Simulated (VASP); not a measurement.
A run of VASP 6.6.1 is set up as follows.

File POSCAR:

```
BaTiO3
1.0
    2.8400536833      1.6397057586      2.3314328269
   -2.8400536833      1.6397057586      2.3314328269
    0.0000000000     -3.2794115171      2.3314328269
Ba Ti O
1 1 3
Direct
   -0.0115122552     -0.0115122552     -0.0115122552
    0.5162478494      0.5162478494      0.5162478494
    0.4897536543      0.4897536543      0.9801597377
    0.4897536543      0.9801597377      0.4897536543
    0.9801597377      0.4897536543      0.4897536543
```

Contents of INCAR.step1:

```
SYSTEM = BaTiO3
  PREC = Accurate
  ENCUT = 520
  ISMEAR = 0
  SIGMA = 0.05
  LREAL = .FALSE.
  LASPH = .TRUE.
  NELM = 60
  NBANDS = 28
  GGA = PE
  ALGO = Normal
  EDIFF = 1E-4
  LWAVE = .TRUE.
  LCHARG = .FALSE.
```

Contents of INCAR.step2:

```
SYSTEM = BaTiO3
  PREC = Accurate
  ENCUT = 520
  EDIFF = 1E-6
  ISMEAR = 0
  SIGMA = 0.05
  LREAL = .FALSE.
  LASPH = .TRUE.
  NELM = 60
  ALGO = Normal
  ISIF = 2
  LWAVE = .FALSE.
  LCHARG = .TRUE.
  METAGGA = R2SCAN
  LMIXTAU = .TRUE.
  LELF = .TRUE.
  LVHAR = .TRUE.
  NBANDS = 28
  ISTART = 1
```

The input KPOINTS:

```
regular mesh
0
G
  6 6 6
  0 0 0
```

Potentials or basis: VASP PAW PBE potentials, release 64 (Ba_sv, Ti_sv, O).

Run with:

```sh
$ cat potpaw_PBE.64/Ba_sv/POTCAR potpaw_PBE.64/Ti_sv/POTCAR potpaw_PBE.64/O/POTCAR > POTCAR
$ cp INCAR.step1 INCAR
$ mpirun -np 1 vasp_std > vasp.out
$ cp INCAR.step2 INCAR
$ mpirun -np 1 vasp_std > vasp.out
```

Problem. Estimate the largest force.

Solution. 0.648 eV/Å.

Problem. Predict the band gap on the k mesh.

Solution. 2.83 eV, indirect (least direct gap 3.29 eV).

Problem. Estimate the pressure.

Solution. 2.0 GPa.

Forces on the atoms (eV/Å):
```
Ba   0.000  0.000  0.648
Ti   0.000  0.000 -0.553
O    0.000 -0.066 -0.032
O   -0.057  0.033 -0.032
O    0.057  0.033 -0.032
```

Caveat: the cell differs from its parent crystal (all Ba atoms moved +0.100 Å, as atom 1 towards its neighbour atom 2 (Ti) at 3.403 Å); the PAW data sets were made with another functional, which shifts forces and pressure a little; spin-orbit coupling is left out, which moves the levels of the heavy elements. A k mesh can miss the band edges.
